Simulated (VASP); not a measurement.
# Ba8Ti8O23 (a cell with a defect) in VASP: single point with PBE+D3(BJ)

Aim: the single point of Ba8Ti8O23 (a cell with a defect) with PBE+D3(BJ).

Program: VASP 6.6.1. These are calculated values, not measurements. Logs are shortened: lines on timing, memory, paths and dates and some standing lists are left out, and cuts for length are marked.

## (1) The cell of the first run

The cell holds a defect, 39 atoms: a = 7.980 Å, b = 8.026 Å, c = 8.026 Å, α = 89.87°, β = 90.00°, γ = 90.00°.

## (2) Single point, PBE+D3(BJ)

Input file INCAR:

```
ALGO = Normal ; EDIFF = 1E-7
ENCUT = 520 ; GGA = PE
ISIF = 2 ; ISMEAR = 0
IVDW = 12 ; LASPH = True
LCHARG = False ; LREAL = Auto
LUSENCCL = False ; LWAVE = False
NBANDS = 182 ; NELECT = 312.0
NELM = 60 ; PREC = Accurate
SIGMA = 0.02
```

Input file KPOINTS:

```
k-points
0
Gamma
  2 2 2
```

Input file POSCAR:

```
Ba8Ti8O23
1.0
    7.9800000000      0.0000000000      0.0000000000
    0.0000000000      5.6690000000      5.6820000000
    0.0000000000     -5.6690000000      5.6820000000
Ba Ti O
8 8 23
Direct
    0.0057048872     -0.0047761645     -0.0053658629
    0.0072676692     -0.0027721503      0.5038983383
    0.0072906015      0.5043664563     -0.0033573045
    0.0092239348      0.5031212629      0.5026573362
    0.4908810777     -0.0033492337     -0.0038345044
    0.4908601504     -0.0011713927      0.5037291189
    0.4909249373      0.5042955166     -0.0016468013
    0.4881372180      0.5062304108      0.5056620566
    0.2587959900      0.2561953290      0.2556784830
    0.2420041353      0.2559142036      0.7541442265
    0.2416719298      0.7546572356      0.2553630038
    0.2419175439      0.7570082688      0.7564723718
    0.7614328321      0.2328428371      0.2323042942
    0.7458651629      0.2644442848      0.7700710267
    0.7457598997      0.7706197537      0.2639365645
    0.7420545113      0.7597388396      0.7591870668
   -0.0022560150      0.2350088941      0.2344648828
    0.2491865915      0.2417753350      0.4890132958
    0.2492137845      0.4895492675      0.2412511549
   -0.0044127820      0.2440628855      0.7360912856
    0.2483114035      0.2419278104      0.9828018623
    0.2516080201      0.4901316594      0.7482718957
   -0.0042593985      0.7366219689      0.2435408259
    0.2516310777      0.7487975366      0.4896278418
    0.2483453634      0.9833425173      0.2413912032
    0.0070926065      0.7453765748      0.7448846009
    0.2523560150      0.7451660717      0.9911477263
    0.2523093985      0.9916474564      0.7446709174
    0.4916124060      0.2348777978      0.2343166759
    0.7458636591      0.3850043271      0.3843756448
    0.5126444862      0.2444931755      0.7349973208
    0.7478130326      0.2663202311      0.9986197548
    0.7536575188      0.4907909662      0.7429802412
    0.5128513784      0.7354946712      0.2439989930
    0.7537750627      0.7434743181      0.4903088568
    0.7478093985      0.9991848875      0.2659493962
    0.5065805764      0.7460993990      0.7455940188
    0.7533926065      0.7422919153      0.9951130478
    0.7533010025      0.9956151504      0.7417252227
```

Potentials or basis: VASP PAW PBE potentials, release 64 (Ba_sv, Ti_sv, O).

Started as:

```
$ cat potpaw_PBE.64/Ba_sv/POTCAR potpaw_PBE.64/Ti_sv/POTCAR potpaw_PBE.64/O/POTCAR > POTCAR
$ mpirun -np 1 vasp_std > vasp.out
```

OUTCAR:

```text
EDIFF = 1E-7
   ENCUT = 520
   GGA = PE
   ISIF = 2
   ISMEAR = 0
   IVDW = 12
   LASPH = True
   LREAL = Auto
   NELECT = 312.0
   NELM = 60
   PREC = Accurate
 IVDW          = 12

 ion  position               nearest neighbor table
   1  0.006  0.995  0.995-  17 2.73  21 2.77  25 2.77  28 2.81  27 2.81  26 2.84  38 2.86  39 2.86
                            20 2.88  23 2.88  32 3.00  36 3.00  12 3.30  13 3.33  16 3.40  11 3.41
   2  0.007  0.997  0.504-  20 2.72  28 2.75  18 2.76  39 2.78  24 2.79  26 2.79  36 2.82  25 2.86
                            35 2.87  17 2.88  23 2.96  11 3.36  12 3.36  15 3.37  10 3.45  13 3.49
   3  0.007  0.504  0.997-  23 2.73  27 2.75  19 2.76  38 2.78  22 2.79  26 2.79  32 2.82  21 2.85
                            33 2.87  17 2.88  20 2.96  10 3.36  12 3.36  14 3.37  11 3.44  13 3.49
   4  0.009  0.503  0.503-  30 2.49  26 2.75  22 2.76  24 2.76  20 2.80  23 2.80  35 2.81  33 2.81
                            18 2.84  19 2.84  17 3.05  11 3.38  10 3.38  12 3.43   9 3.44  14 3.56
   5  0.491  0.997  0.996-  29 2.71  25 2.76  21 2.76  27 2.77  28 2.78  37 2.85  34 2.89  31 2.89
                            39 2.93  38 2.93  32 2.98  36 2.98  16 3.36  12 3.37  13 3.44  15 3.47
   6  0.491  0.999  0.504-  28 2.71  31 2.72  18 2.74  24 2.77  36 2.80  37 2.81  39 2.83  25 2.86
                            29 2.87  35 2.94  34 2.98  15 3.35   9 3.41  11 3.43  12 3.44  16 3.45
   7  0.491  0.504  0.998-  27 2.71  34 2.72  19 2.74  22 2.77  32 2.80  37 2.81  38 2.83  21 2.86
                            29 2.87  33 2.93  31 2.98  14 3.35   9 3.41  10 3.43  12 3.44  16 3.45
   8  0.488  0.506  0.506-  30 2.48  24 2.71  22 2.71  37 2.73  34 2.80  31 2.80  33 2.85  35 2.85
                            19 2.86  18 2.86  29 3.08   9 3.38  10 3.44  11 3.44  12 3.46  16 3.52
   9  0.259  0.256  0.256-  29 1.87  18 1.88  19 1.88  17 2.10  25 2.19  21 2.20   8 3.38   6 3.41
[... 13 lines left out ...]
  16  0.742  0.760  0.759-  37 1.89  39 1.90  38 1.90  26 2.12  35 2.16  33 2.16   5 3.36   1 3.40
                             7 3.45   6 3.45   2 3.51   3 3.51   8 3.52   4 3.61
  17  0.998  0.235  0.234-  13 1.89   9 2.10   1 2.73   3 2.88   2 2.88   4 3.05
  18  0.249  0.242  0.489-   9 1.88  10 2.13   6 2.74   2 2.76   4 2.84   8 2.86
  19  0.249  0.490  0.241-   9 1.88  11 2.13   7 2.74   3 2.76   4 2.84   8 2.86
  20  0.996  0.244  0.736-  10 1.97  14 2.02   2 2.72   4 2.80   1 2.88   3 2.96
  21  0.248  0.242  0.983-  10 1.84   9 2.20   5 2.76   1 2.77   3 2.85   7 2.86
  22  0.252  0.490  0.748-  10 1.88  12 2.14   8 2.71   4 2.76   7 2.77   3 2.79
  23  0.996  0.737  0.244-  11 1.97  15 2.02   3 2.73   4 2.80   1 2.88   2 2.96
  24  0.252  0.749  0.490-  11 1.88  12 2.14   8 2.71   4 2.76   6 2.77   2 2.79
  25  0.248  0.983  0.241-  11 1.84   9 2.19   5 2.76   1 2.77   2 2.86   6 2.86
  26  0.007  0.745  0.745-  12 1.88  16 2.12   4 2.75   3 2.79   2 2.79   1 2.84
  27  0.252  0.745  0.991-  12 1.89  11 2.12   7 2.71   3 2.75   5 2.77   1 2.81
  28  0.252  0.992  0.745-  12 1.89  10 2.12   6 2.71   2 2.75   5 2.78   1 2.81
  29  0.492  0.235  0.234-   9 1.87  13 2.15   5 2.71   7 2.87   6 2.87   8 3.08
  30  0.746  0.385  0.384-  13 1.73   8 2.48   4 2.49
  31  0.513  0.244  0.735-  14 1.89  10 2.17   6 2.72   8 2.80   5 2.89   7 2.98
  32  0.748  0.266  0.999-  14 1.83  13 1.90   7 2.80   3 2.82   5 2.98   1 3.00
  33  0.754  0.491  0.743-  14 1.83  16 2.16   4 2.81   8 2.85   3 2.87   7 2.93
  34  0.513  0.735  0.244-  15 1.89  11 2.17   7 2.72   8 2.80   5 2.89   6 2.98
  35  0.754  0.743  0.490-  15 1.83  16 2.16   4 2.81   8 2.85   2 2.87   6 2.94
  36  0.748  0.999  0.266-  15 1.83  13 1.90   6 2.80   2 2.82   5 2.98   1 3.00
  37  0.507  0.746  0.746-  16 1.89  12 2.12   8 2.73   7 2.81   6 2.81   5 2.85
  38  0.753  0.742  0.995-  16 1.90  15 2.17   3 2.78   7 2.83   1 2.86   5 2.93
  39  0.753  0.996  0.742-  16 1.90  14 2.17   2 2.78   6 2.83   1 2.86   5 2.93

[... 225 lines left out ...]
 non-spin polarized calculation
 Gauss-broadening in eV      SIGMA  =   0.02
  energy-cutoff  :      520.00
  volume of cell :      514.09
 maximum number of plane-waves:     13866
 NGX is ok and might be reduce to    60
   NGX = 29   NGY = 29   NGZ = 29

 number of electron     311.9999982 magnetization

 Free energy of the ion-electron system (eV)
  ---------------------------------------------------
  ext. energy  EPLUGINS =         0.00000000
  ---------------------------------------------------
  free energy    TOTEN  =      -320.85457523 eV

  energy without entropy =     -320.85457523  energy(sigma->0) =     -320.85457523

 E-fermi :   3.8520     XC(G=0): -11.0493

 val. band max:        3.6521931682   @ k =   0.0000   0.0000   0.0000
 cond. band min:       5.9238500302   @ k =   0.0000   0.0000   0.0000
 fundamental gap:      2.2716568619
 Fermi energy:         3.8519531349

 k-point     1 :       0.0000    0.0000    0.0000
  band No.  band energies     occupation
      1     -52.7573      2.00000
      2     -52.7561      2.00000
      3     -52.7144      2.00000
      4     -52.6995      2.00000
      5     -52.6976      2.00000
      6     -52.6449      2.00000
[... 1357 lines left out ...]
    167       7.0818      0.00000
    168       7.1153      0.00000
 [bands above 168 left out]

------------------------ aborting loop because EDIFF is reached ----------------------------------------

 Edisp (eV)  -10.34518

 E8    (eV) :    -4.7296

  FORCE on cell =-STRESS in cart. coord.  units (eV):
  Direction    XX          YY          ZZ          XY          YZ          ZX
  --------------------------------------------------------------------------------------
  -------------------------------------------------------------------------------------
  Total      -2.64847    -1.59164     2.38478     0.00262     0.01379    -1.16066
  in kB      -8.25401    -4.96037     7.43222     0.00816     0.04298    -3.61721
  external pressure =       -1.93 kB  Pullay stress =        0.00 kB

 VOLUME and BASIS-vectors are now :
 -----------------------------------------------------------------------------
  energy-cutoff  :      520.00
  volume of cell :      514.09
      direct lattice vectors                 reciprocal lattice vectors
     7.980000000  0.000000000  0.000000000     0.125313283  0.000000000 -0.000000000
     0.000000000  5.669000000  5.682000000    -0.000000000  0.088198977  0.087997184
     0.000000000 -5.669000000  5.682000000     0.000000000 -0.088198977  0.087997184

 POSITION                                       TOTAL-FORCE (eV/Angst)
 -----------------------------------------------------------------------------------
      0.04552      0.00334     11.30637        -0.057023     -0.000667     -0.011034
      0.05800      2.79669      8.52940        -0.046196      0.037912     -0.030680
      0.05818     -2.79071      8.52873        -0.046328     -0.037499     -0.028460
      0.07361      0.00263      5.71483         0.077372      0.000841      0.013837
      3.91723      0.00275     11.32318         0.080473      0.000694     -0.018615
      3.91706      2.80672      8.53753         0.067385      0.033547     -0.033928
[... 31 lines left out ...]
      6.01207     -1.43324      9.87194        -0.013558     -0.033673      0.042986
      6.01134      1.43930      9.87157        -0.010763      0.034161      0.042540
 -----------------------------------------------------------------------------------
    total drift:                                0.006181     -0.017466     -0.004124

  FREE ENERGIE OF THE ION-ELECTRON SYSTEM (eV)
  ---------------------------------------------------
  free  energy   TOTEN  =      -331.1997523987 eV

  energy  without entropy=     -331.1997523987  energy(sigma->0) =     -331.19975240
```

stdout:

```text
Offloading initialized ...    1 GPUs detected
 POSCAR found type information on POSCAR BaTiO
 POSCAR found :  3 types and      39 ions
 scaLAPACK will be used selectively (only on CPU)
 LDA part: xc-table for (Slater+PW92), standard interpolation
 POSCAR, INCAR and KPOINTS ok, starting setup
 FFT: planning ... GRIDC
 FFT: planning ... GRID_SOFT
 FFT: planning ... GRID
 WAVECAR not read
 entering main loop
 the old and the new charge density differ
 old charge density:   314.00000 new  312.00000
    0.678E+01
```

It took 2.6 min on 1 × NVIDIA H100 80GB with 1 thread of AMD EPYC 7R13 (Zen 3), shared host; peak memory 1.8 GiB.

What came out:

| Item | Value |
| --- | --- |
| Free energy | -331.1998 eV |
| Largest force | 0.105 eV/Å |
| Dispersion energy per atom | -0.265 eV |

Forces on the atoms (eV/Å):
```
Ba  -0.057 -0.001 -0.011
Ba  -0.046  0.038 -0.031
Ba  -0.046 -0.037 -0.028
Ba   0.077  0.001  0.014
Ba   0.080  0.001 -0.019
Ba   0.067  0.034 -0.034
Ba   0.067 -0.033 -0.036
Ba  -0.059  0.000  0.010
Ti  -0.024  0.003 -0.082
Ti   0.022  0.009 -0.077
Ti   0.028 -0.010 -0.078
Ti   0.065 -0.006 -0.052
Ti  -0.010 -0.002 -0.074
Ti   0.032 -0.007 -0.088
Ti   0.044  0.003 -0.096
Ti   0.051 -0.006 -0.073
O    0.029 -0.001  0.045
O   -0.005 -0.014  0.055
O   -0.006  0.014  0.055
O   -0.022 -0.009  0.030
O    0.000 -0.036  0.061
O   -0.008  0.013  0.050
O   -0.027  0.011  0.029
O   -0.011 -0.010  0.048
O   -0.002  0.035  0.061
O   -0.058  0.000  0.003
O   -0.015 -0.012  0.045
O   -0.016  0.014  0.045
O    0.041  0.001  0.050
O   -0.016  0.002 -0.068
O   -0.031 -0.011  0.030
O   -0.005 -0.034  0.009
O   -0.011  0.046  0.042
O   -0.036  0.012  0.029
O   -0.012 -0.043  0.041
O   -0.002  0.036  0.006
O   -0.055  0.000  0.004
O   -0.014 -0.034  0.043
O   -0.011  0.034  0.043
```

Caveat: the cell carries a net charge on a neutralising background, which shifts energy and pressure; the cell is charged against a uniform background, so pressure and absolute levels hang on convention; spin-orbit coupling is left out, which moves the levels of the heavy elements.
